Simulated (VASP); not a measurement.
# Bi2O in VASP: single point with LDA

Aim: the single point of Bi2O with LDA.

Everything below comes from runs of VASP 6.6.1. Logs are shortened: lines on timing, memory, paths and dates and some standing lists are left out, and cuts for length are marked.

## Step 1: The cell of the first run

The cell holds a sublattice, 3 atoms: a = 4.753 Å, b = 4.753 Å, c = 8.926 Å, α = 105.44°, β = 105.44°, γ = 90.00°.

## Step 2: Single point, LDA, collinear spin, ferromagnetic start

Contents of INCAR:

```
PREC = Accurate
ENCUT = 520
EDIFF = 1E-6
ISMEAR = 0
SIGMA = 0.1
LREAL = F
LASPH = T
NELM = 150
ALGO = Normal
ISIF = 2
LWAVE = F
LCHARG = F
ISPIN = 2
MAGMOM = 0 0 1
LORBIT = 11
GGA = CA
NBANDS = 29
```

Contents of KPOINTS:

```
Automatic mesh
0
Gamma
  6 6 6
```

Contents of POSCAR:

```
Bi2O
1.0
    0.0000000000     -4.7532325118      0.0000000000
    4.7532325118      0.0000000000      0.0000000000
   -2.3766162559      2.3766162559      8.2689634701
Bi O
2 1
Direct
    0.1407579200      0.1407579200      0.2815158400
    0.8592420800      0.8592420800      0.7184841600
    0.5000000000      0.5000000000      0.0000000000
```

Potentials or basis: VASP PAW LDA potentials, release 64 (Bi_d, O).

Launch:

```bash
$ cat potpaw_LDA.64/Bi_d/POTCAR potpaw_LDA.64/O/POTCAR > POTCAR
$ mpirun -np 1 vasp_std > vasp.out
```

OUTCAR:

```text
PREC = Accurate
   ENCUT = 520
   EDIFF = 1E-6
   ISMEAR = 0
   LREAL = F
   LASPH = T
   NELM = 150
   ISIF = 2
   ISPIN = 2
   LORBIT = 11
   GGA = CA

 ion  position               nearest neighbor table
   1  0.141  0.141  0.282-
   2  0.859  0.859  0.718-
   3  0.500  0.500  0.000-

  LATTYP: Found a body centered tetragonal cell.
 ALAT       =     4.7532325118
 C/A-ratio  =     3.4793010649

  Lattice vectors:

 A1 = (  -2.3766162559,  -2.3766162559,  -8.2689634701)
 A2 = (   2.3766162559,   2.3766162559,  -8.2689634701)
 A3 = (   2.3766162559,  -2.3766162559,   8.2689634701)

Analysis of symmetry for initial positions (statically):
=====================================================================
 Subroutine PRICEL returns:
 Original cell was already a primitive cell.

 Routine SETGRP: Setting up the symmetry group for a
 body centered tetragonal supercell.

 Subroutine GETGRP returns: Found 16 space group operations
 (whereof 16 operations were pure point group operations)
 out of a pool of 16 trial point group operations.

The static configuration has the point symmetry D_4h.

Analysis of symmetry for dynamics (positions and initial velocities):
=====================================================================
 Subroutine PRICEL returns:
 Original cell was already a primitive cell.

 Routine SETGRP: Setting up the symmetry group for a
 body centered tetragonal supercell.

 Subroutine GETGRP returns: Found 16 space group operations
 (whereof 16 operations were pure point group operations)
 out of a pool of 16 trial point group operations.

The dynamic configuration has the point symmetry D_4h.

Analysis of structural, dynamic, and magnetic symmetry:
=====================================================================
 Subroutine PRICEL returns:
 Original cell was already a primitive cell.

 Routine SETGRP: Setting up the symmetry group for a
 body centered tetragonal supercell.

 Subroutine GETGRP returns: Found 16 space group operations
 (whereof 16 operations were pure point group operations)
 out of a pool of 16 trial point group operations.

The overall configuration has the point symmetry D_4h.

 Subroutine INISYM returns: Found 16 space group operations
 (whereof 16 operations are pure point group operations),
 and found     1 'primitive' translations

----------------------------------------------------------------------------------------

                                     Primitive cell

  volume of cell :     186.8225

  direct lattice vectors                    reciprocal lattice vectors
     0.000000000 -4.753232512  0.000000000     0.000000000 -0.210383144  0.060467071
     4.753232512  0.000000000  0.000000000     0.210383144  0.000000000  0.060467071
    -2.376616256  2.376616256  8.268963470     0.000000000  0.000000000  0.120934142

  length of vectors
     4.753232512  4.753232512  8.925937851     0.218900283  0.218900283  0.120934142

  position of ions in fractional coordinates (direct lattice)
     0.140757920  0.140757920  0.281515840
     0.859242080  0.859242080  0.718484160
     0.500000000  0.500000000  0.000000000

  ion indices of the primitive-cell ions
   primitive index   ion index
                 1           1
                 2           2
                 3           3

----------------------------------------------------------------------------------------

 KPOINTS: Automatic mesh

Automatic generation of k-mesh.
 Grid dimensions read from file:
 generate k-points for:    6    6    6

 Generating k-lattice:

  Cartesian coordinates                     Fractional coordinates (reciprocal lattice)
     0.000000000 -0.035063857  0.010077845     0.166666667  0.000000000  0.000000000
     0.035063857  0.000000000  0.010077845     0.000000000  0.166666667  0.000000000
     0.000000000  0.000000000  0.020155690     0.000000000  0.000000000  0.166666667

  Length of vectors
     0.036483381  0.036483381  0.020155690

  Shift w.r.t. Gamma in fractional coordinates (k-lattice)
     0.000000000  0.000000000  0.000000000

 Subroutine IBZKPT returns following result:
 ===========================================

 Found     30 irreducible k-points:

 Following reciprocal coordinates:
            Coordinates               Weight
  0.000000  0.000000  0.000000      1.000000
  0.166667  0.000000 -0.000000      8.000000
  0.333333  0.000000  0.000000      8.000000
  0.500000  0.000000  0.000000      4.000000
  0.166667  0.166667 -0.000000      8.000000
  0.333333  0.166667  0.000000     16.000000
[... 16 lines left out ...]
 -0.333333  0.333333  0.166667      8.000000
  0.500000  0.500000  0.166667      4.000000
 [... further k-points ...]
   k-points           NKPTS =     30   k-points in BZ     NKDIM =     30   number of bands    NBANDS=     29
   number of dos      NEDOS =    301   number of ions     NIONS =      3
   total plane-waves  NPLWV =  90720
   dimension x,y,z NGX =    36 NGY =   36 NGZ =   70
   dimension x,y,z NGXF=    72 NGYF=   72 NGZF=  140
   ions per type =               2   1
   NGX,Y,Z   is equivalent  to a cutoff of  12.59, 12.59, 13.04 a.u.
   NGXF,Y,Z  is equivalent  to a cutoff of  25.18, 25.18, 26.08 a.u.
 SYSTEM =  unknown system
   PREC   = accura    normal or accurate (medium, high low for compatibility)
   ISTART =      0    job   : 0-new  1-cont  2-samecut
   ICHARG =      2    charge: 1-file 2-atom 10-const
   ISPIN  =      2    spin polarized calculation?
   LNONCOLLINEAR =      F non collinear calculations
   LSORBIT =      F    spin-orbit coupling
   LASPH  =      T    aspherical Exc in radial PAW
   ENCUT  =  520.0 eV  38.22 Ry    6.18 a.u.   8.84  8.84 16.60*2*pi/ulx,y,z
   NELM   =    150;   NELMIN=  2; NELMDL= -5     # of ELM steps
   EDIFF  = 0.1E-05   stopping-criterion for ELM
   LREAL  =      F    real-space projection
   EDIFFG = 0.1E-04   stopping-criterion for IOM
   NSW    =      0    number of steps for IOM
   IBRION =     -1    ionic relax: 0-MD 1-quasi-New 2-CG
   NFREE  =      0    steps in history (QN), initial steepest desc. (CG)
   ISIF   =      2    stress and relaxation
   ISYM   =      2    0-nonsym 1-usesym 2-fastsym
   POTIM  = 0.5000    time-step for ionic-motion
   TEBEG  =    0.0;   TEEND  =   0.0 temperature during run
   PSTRESS=    0.0 pullay stress
   NELECT =      36.0000    total number of electrons
   NUPDOWN=      -1.0000    fix difference up-down
   EMIN   =  10.00;   EMAX   =-10.00  energy-range for DOS
   EFERMI =   0.00;   METHOD = LEGACY
   ISMEAR =     0;   SIGMA  =   0.10  broadening in eV -4-tet -1-fermi 0-gaus
   EFERMI_NEDOS =   21; number of points for ismear=-14 and -15
   IALGO  =     38    algorithm
   IMIX   =      4    mixing-type and parameters
     AMIX     =   0.40;   BMIX     =  1.00
     AMIX_MAG =   1.60;   BMIX_MAG =  1.00
  volume/ion in A,a.u.               =      62.27       420.25
  Fermi-wavevector in a.u.,A,eV,Ry     =   0.945582  1.786891 12.165317  0.894126
  Thomas-Fermi vector in A             =   2.073498
   LORBIT       =     11    0 simple, 1 ext, 2 COOP (PROOUT), +10 PAW based schemes
   GGA     = CA    functional components
   LHFCALC =     F    Hartree Fock is set to
   AEXX    =    0.0000 exact exchange contribution
   IVDW    =     0    specifies the selected vdW correction
   LEPSILON=     F    determine dielectric tensor
   LRPA    =     F    only Hartree local field effects (RPA)
 spin polarized calculation
 Gauss-broadening in eV      SIGMA  =   0.10
  energy-cutoff  :      520.00
  volume of cell :      186.82
 maximum number of plane-waves:      5070
   NGX = 17   NGY = 17   NGZ = 33

 number of electron      36.0000009 magnetization      -0.0082191

 number of electron      36.0000009 magnetization       0.0010140

 Free energy of the ion-electron system (eV)
  ---------------------------------------------------
  ext. energy  EPLUGINS =         0.00000000
  ---------------------------------------------------
  free energy    TOTEN  =        -6.20016085 eV

  energy without entropy =       -6.16948397  energy(sigma->0) =       -6.18482241

 E-fermi :  -0.9909     XC(G=0):  -6.7286

 val. band max:       -0.9947543294   @ k =   0.3333   0.3333   0.1667
 cond. band min:      -0.9864458328   @ k =  -0.3333   0.5000   0.1667
 fundamental gap:      0.0083084966
 Fermi energy:        -0.9908834637

 spin component 1

 k-point     1 :       0.0000    0.0000    0.0000
  band No.  band energies     occupation
      1     -24.1800      1.00000
      2     -24.1796      1.00000
      3     -24.1748      1.00000
      4     -24.1743      1.00000
      5     -24.1740      1.00000
      6     -24.1720      1.00000
[... 21 lines left out ...]
     28       7.8968      0.00000
     29       7.9195      0.00000

 k-point     2 :       0.1667    0.0000   -0.0000
  band No.  band energies     occupation
      1     -24.1793      1.00000
      2     -24.1790      1.00000
      3     -24.1750      1.00000
      4     -24.1745      1.00000
      5     -24.1738      1.00000
      6     -24.1718      1.00000
[... 21 lines left out ...]
     28       6.8703      0.00000
     29       7.4719      0.00000

 k-point     3 :       0.3333    0.0000    0.0000
  band No.  band energies     occupation
      1     -24.1781      1.00000
      2     -24.1779      1.00000
      3     -24.1753      1.00000
      4     -24.1750      1.00000
      5     -24.1732      1.00000
      6     -24.1714      1.00000
[... 21 lines left out ...]
     28       7.4579      0.00000
     29       7.6450      0.00000

 k-point     4 :       0.5000    0.0000    0.0000
  band No.  band energies     occupation
      1     -24.1777      1.00000
      2     -24.1774      1.00000
      3     -24.1754      1.00000
      4     -24.1753      1.00000
      5     -24.1728      1.00000
      6     -24.1714      1.00000
[... 597 lines left out ...]
     28       7.8876      0.00000
     29       7.9305      0.00000

 k-point    23 :      -0.3333    0.3333    0.1667
  band No.  band energies     occupation
      1     -24.1759      1.00000
      2     -24.1758      1.00000
      3     -24.1757      1.00000
      4     -24.1757      1.00000
      5     -24.1727      1.00000
      6     -24.1715      1.00000
[... 21 lines left out ...]
     28       7.3532      0.00000
     29       7.8769      0.00000

 k-point    24 :       0.5000    0.5000    0.1667
  band No.  band energies     occupation
      1     -24.1762      1.00000
      2     -24.1762      1.00000
      3     -24.1744      1.00000
      4     -24.1743      1.00000
      5     -24.1722      1.00000
      6     -24.1720      1.00000
[... 21 lines left out ...]
     28       7.3095      0.00000
     29       8.0887      0.00000

 [... further k-points ...]

 spin component 2

 k-point     1 :       0.0000    0.0000    0.0000
  band No.  band energies     occupation
      1     -24.1799      1.00000
      2     -24.1795      1.00000
      3     -24.1748      1.00000
      4     -24.1742      1.00000
      5     -24.1740      1.00000
      6     -24.1720      1.00000
[... 21 lines left out ...]
     28       7.8970      0.00000
     29       7.9176      0.00000

 k-point     2 :       0.1667    0.0000   -0.0000
  band No.  band energies     occupation
      1     -24.1792      1.00000
      2     -24.1789      1.00000
      3     -24.1749      1.00000
      4     -24.1745      1.00000
      5     -24.1738      1.00000
      6     -24.1717      1.00000
[... 21 lines left out ...]
     28       6.8705      0.00000
     29       7.4721      0.00000

 k-point     3 :       0.3333    0.0000    0.0000
  band No.  band energies     occupation
      1     -24.1780      1.00000
      2     -24.1778      1.00000
      3     -24.1752      1.00000
      4     -24.1749      1.00000
      5     -24.1731      1.00000
      6     -24.1714      1.00000
[... 21 lines left out ...]
     28       7.4581      0.00000
     29       7.6462      0.00000

 k-point     4 :       0.5000    0.0000    0.0000
  band No.  band energies     occupation
      1     -24.1776      1.00000
      2     -24.1774      1.00000
      3     -24.1753      1.00000
      4     -24.1753      1.00000
      5     -24.1728      1.00000
      6     -24.1714      1.00000
[... 597 lines left out ...]
     28       7.8878      0.00000
     29       7.9307      0.00000

 k-point    23 :      -0.3333    0.3333    0.1667
  band No.  band energies     occupation
      1     -24.1758      1.00000
      2     -24.1757      1.00000
      3     -24.1756      1.00000
      4     -24.1756      1.00000
      5     -24.1727      1.00000
      6     -24.1714      1.00000
[... 21 lines left out ...]
     28       7.3532      0.00000
     29       7.8771      0.00000

 k-point    24 :       0.5000    0.5000    0.1667
  band No.  band energies     occupation
      1     -24.1761      1.00000
      2     -24.1761      1.00000
      3     -24.1743      1.00000
      4     -24.1742      1.00000
      5     -24.1722      1.00000
      6     -24.1719      1.00000
[... 21 lines left out ...]
     28       7.3095      0.00000
     29       8.0887      0.00000

 [... further k-points ...]
[... 5 lines left out ...]
  --------------------------------------------------------------------------------------
  -------------------------------------------------------------------------------------
  Total       -8.0071371     -8.0071371     -8.2511233      0.0000000      0.0000000      0.0000000
  in kB      -68.6686735    -68.6686735    -70.7610825      0.0000000      0.0000000      0.0000000
  external PRESSURE =     -69.3661432 kB  Pullay stress =       0.0000000 kB

 VOLUME and BASIS-vectors are now :
 -----------------------------------------------------------------------------
  energy-cutoff  :      520.00
  volume of cell :      186.82
      direct lattice vectors                 reciprocal lattice vectors
     0.000000000 -4.753232512  0.000000000     0.000000000 -0.210383144  0.060467071
     4.753232512  0.000000000  0.000000000     0.210383144  0.000000000  0.060467071
    -2.376616256  2.376616256  8.268963470     0.000000000  0.000000000  0.120934142

 POSITION                                       TOTAL-FORCE (eV/Angst)
 -----------------------------------------------------------------------------------
      0.00000      0.00000      2.32784         0.000000     -0.000000     -0.282058
      2.37662     -2.37662      5.94112        -0.000000      0.000000      0.282058
      2.37662     -2.37662      0.00000        -0.000000     -0.000000      0.000000
 -----------------------------------------------------------------------------------
    total drift:                                0.000000     -0.000000     -0.000000

  FREE ENERGIE OF THE ION-ELECTRON SYSTEM (eV)
  ---------------------------------------------------
  free  energy   TOTEN  =        -6.2001608546 eV

  energy  without entropy=       -6.1694839650  energy(sigma->0) =       -6.18482241

 total charge

# of ion       s       p       d       tot
------------------------------------------
    1        1.572   1.038   9.886  12.496
    2        1.572   1.038   9.886  12.496
    3        1.596   3.021   0.000   4.616
--------------------------------------------------
tot          4.739   5.097  19.773  29.609

 magnetization (x)

# of ion       s       p       d       tot
------------------------------------------
    1        0.000   0.000   0.000   0.000
    2        0.000   0.000   0.000   0.000
    3       -0.000   0.000   0.000   0.000
--------------------------------------------------
tot          0.000   0.001   0.000   0.001
```

It took 6.4 min on 1 thread of Intel Xeon Platinum 8259CL at 2.50GHz (Skylake/Cascade Lake), shared host; peak memory 0.39 GiB.

Results:

```yaml
Free_energy: -6.2002 eV
Pressure: -6.9 GPa
Largest_force: 0.282 eV/Å
Band_gap_on_the_k_mesh: zero (filled and empty bands overlap)
Net_moment: 0.00 μB per cell
Valence_electrons_inside_the_program's_atomic_spheres: Bi 12.50; O 4.62
```

Forces in eV/Å, atoms in the order of the input:
```
Bi   0.000  0.000 -0.282
Bi   0.000  0.000  0.282
O    0.000  0.000  0.000
```

Caveat: spin-orbit coupling is left out, which moves the levels of the heavy elements.
